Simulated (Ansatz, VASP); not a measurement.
## C: VASP beside Ansatz

Contents of INCAR:

```
PREC = Accurate
ENCUT = 600
EDIFF = 1E-6
ISMEAR = 0
SIGMA = 0.1
LREAL = F
LASPH = T
NELM = 120
ALGO = Normal
ISIF = 2
LWAVE = F
LCHARG = F
NBANDS = 11
GGA_COMPAT = F
```

KPOINTS

```
Automatic mesh
0
Gamma
  8 8 8
```

POSCAR

```
C
1.0
    0.0000000000      1.7835000000      1.7835000000
    1.7835000000      0.0000000000      1.7835000000
    1.7835000000      1.7835000000      0.0000000000
C
2
Direct
    0.0000000000      0.0000000000      0.0000000000
    0.2500000000      0.2500000000      0.2500000000
```

Input for Ansatz:

```yaml
crystal:
  lattice:
    - [0.0, 1.7835, 1.7835]
    - [1.7835, 0.0, 1.7835]
    - [1.7835, 1.7835, 0.0]
  atoms:
    - { symbol: C, position: [0.0, 0.0, 0.0] }
    - { symbol: C, position: [0.25, 0.25, 0.25] }
basis:
  ecutwfc: 420
kpoints:
  mp_grid: { grid: [8, 8, 8] }
hamiltonian:
  xc: lda
  pseudopotentials: { kind: paw, azcp: { folder: soft_1 } }
scf:
  occupations: { method: gaussian, width: 0.1 }
output:
  forces: true
  stress: true
  eigenvalues: true
```

Alike in both runs: task single point; functional LDA; k mesh 8 × 8 × 8; occupations gaussian, width 0.1 eV; no spin polarisation.

|  | VASP | Ansatz |
| --- | --- | --- |
| version | VASP 6.6.1 | Ansatz 0.2.0 |
| potentials or method | VASP PAW LDA potentials, release 64 (C), cutoff 600 eV | scalar-relativistic, plane waves, PAW |
| valence electrons in the cell | 8 | 8 |

Ansatz gave:

| Property | Result |
| --- | --- |
| gap on the k mesh at the Fermi level (eV) | 4.11 |
| least direct gap on the mesh (eV) | 5.54 |
| pressure (GPa) | -13.3 |

**Question.** What did VASP give for the same quantities?

**Answer.** gap on the k mesh at the Fermi level (eV): 4.10; least direct gap on the mesh (eV): 5.54; pressure (GPa): -12.5.

Ansatz warns that its potentials were made for another functional, while VASP's fit it. LDA's correlation is that of Perdew and Zunger in VASP and of Perdew and Wang (1992) in Ansatz.
